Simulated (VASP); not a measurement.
A run of VASP 6.6.1 is set up as follows.

POSCAR

```
MnS
1.0
    0.0000000000      5.2090000000      5.2090000000
    2.6045000000      0.0000000000      2.6045000000
    2.6045000000      2.6045000000      0.0000000000
Mn S
2 2
Direct
    0.0000000000      0.0000000000      0.0000000000
    0.5000000000      0.0000000000      0.0000000000
    0.2500000000      0.5000000000      0.5000000000
    0.7500000000      0.5000000000      0.5000000000
```

The input INCAR.step1:

```
SYSTEM = MnS
ALGO = Normal
EDIFF = 1E-4
ENCUT = 520
GGA = PE
ISMEAR = -1
ISPIN = 2
LASPH = .TRUE.
LCHARG = .FALSE.
LMAXMIX = 4
LREAL = .FALSE.
LWAVE = .TRUE.
MAGMOM = 4.5 -4.5 0 0
NBANDS = 31
NELM = 150
PREC = Accurate
SIGMA = 0.05
```

File INCAR.step2:

```
SYSTEM = MnS
ALGO = Normal
EDIFF = 1E-6
ENCUT = 520
ISIF = 2
ISMEAR = -1
ISPIN = 2
ISTART = 1
LASPH = .TRUE.
LCHARG = .FALSE.
LMAXMIX = 4
LMIXTAU = .TRUE.
LORBIT = 11
LREAL = .FALSE.
LWAVE = .FALSE.
MAGMOM = 4.5 -4.5 0 0
METAGGA = R2SCAN
NBANDS = 31
NELM = 150
PREC = Accurate
SIGMA = 0.05
```

Contents of KPOINTS:

```
k-points
0
G
  4 8 8
  0 0 0
```

Potentials or basis: VASP PAW PBE potentials, release 64 (Mn_pv, S).

Run with:

```bash
$ cat potpaw_PBE.64/Mn_pv/POTCAR potpaw_PBE.64/S/POTCAR > POTCAR
$ cp INCAR.step1 INCAR
$ mpirun -np 1 vasp_std > vasp.out
$ cp INCAR.step2 INCAR
$ mpirun -np 1 vasp_std > vasp.out
```

Task: Predict the net moment.

Result: 0.00 μB per cell.

Task: Estimate the band gap on the k mesh.

Result: 1.77 eV.

Task: What does it give for the pressure?

Result: -2.0 GPa.

Stress tensor (GPa, compression positive):
```
-2.04  0.16  0.16
 0.16 -2.04 -0.16
 0.16 -0.16 -2.04
```

Caveat: the antiferromagnetic order is the one typed at the start, and another may lie lower; the PAW data sets were made with another functional, which shifts forces and pressure a little. A k mesh can miss the band edges.
